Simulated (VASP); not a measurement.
Wanted: the native input for a VASP 6.6.1 run.

* Task: single point
* Functional: PBEsol
* Potentials or basis: VASP PAW PBE potentials, release 64 (Re)
* Cutoff: 520 eV
* k mesh: 11 × 11 × 11
* Occupations: gaussian, width 0.15 eV
* Spin: no spin polarisation
* Dipole correction: no
* Further INCAR settings: ALGO = Normal; EDIFF = 1e-06; NBANDS = 18

The structure of Re lies in POSCAR:

```
Re
1.0
    1.3839230000      0.7990080000      6.6986080000
   -1.3839230000      0.7990080000      6.6986080000
    0.0000000000     -1.5980170000      6.6986080000
Re
3
Direct
    0.0000000000      0.0000000000      0.0000000000
    0.2221740000      0.2221740000      0.2221740000
    0.7778260000      0.7778260000      0.7778260000
```

These files were run (other wordings do the same):

INCAR

```
  PREC = Accurate
  ENCUT = 520
  EDIFF = 1E-6
  ISMEAR = 0
  SIGMA = 0.15
  LREAL = F
  LASPH = T
  NELM = 100
  ALGO = Normal
  ISIF = 2
  LWAVE = F
  LCHARG = F
  GGA = PS
  NBANDS = 18
```

KPOINTS

```
regular mesh
0
Gamma
  11 11 11
```

Potentials or basis: VASP PAW PBE potentials, release 64 (Re).

Launch:

```sh
$ cat potpaw_PBE.64/Re/POTCAR > POTCAR
$ mpirun -np 1 vasp_std > vasp.out
```

It gave:

```yaml
Pressure: -6.4 GPa
Largest_force: 0.018 eV/Å
```

Caveat: the PAW data sets were made with another functional, which shifts forces and pressure a little.

It took 11 min on 1 thread of Intel(R) Xeon(R) Platinum 8259CL CPU @ 2.50GHz (Skylake/Cascade Lake) (shared host), peak memory 0.43 GiB.
